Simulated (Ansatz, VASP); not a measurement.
## SnTe in VASP and in Ansatz

```
CELL_PARAMETERS angstrom
0.00000 3.15650 3.15650
3.15650 0.00000 3.15650
3.15650 3.15650 0.00000
ATOMIC_POSITIONS crystal
Sn 0.00000 0.00000 0.00000
Te 0.50000 0.50000 0.47760
```

Change from the starting cell: all Te atoms moved -0.100 Å, as atom 2 along Cartesian [1 1 0].

Alike in both runs: task single point; functional PBE; k mesh 10 × 10 × 10; occupations gaussian, width 0.03 eV; no spin polarisation.

```csv
,VASP,Ansatz
version,VASP 6.6.1,Ansatz 0.2.0
potentials or method,"VASP PAW PBE potentials, release 64 (Sn_d, Te), cutoff 520 eV","scalar-relativistic, plane waves, PAW"
valence electrons in the cell,20,30
```

```csv
,VASP,Ansatz,Ansatz less VASP
gap on the k mesh at the Fermi level (eV),0.06,0.05,-0.002
least direct gap on the mesh (eV),0.06,0.05,-0.002
pressure (GPa),2.1,2.2,+0.02
"traceless stress, the component that is largest in VASP (GPa)",-0.10,-0.09,+0.002
rms of the force components (eV/Å),0.024,0.021,-0.0021
```

Atom by atom the forces differ by 0.002 eV/Å (rms over components). VASP's potentials hold 20 valence electrons a cell and Ansatz's 30, so a difference there can come from the potentials and not from the codes.

Neither program's run includes spin-orbit coupling.
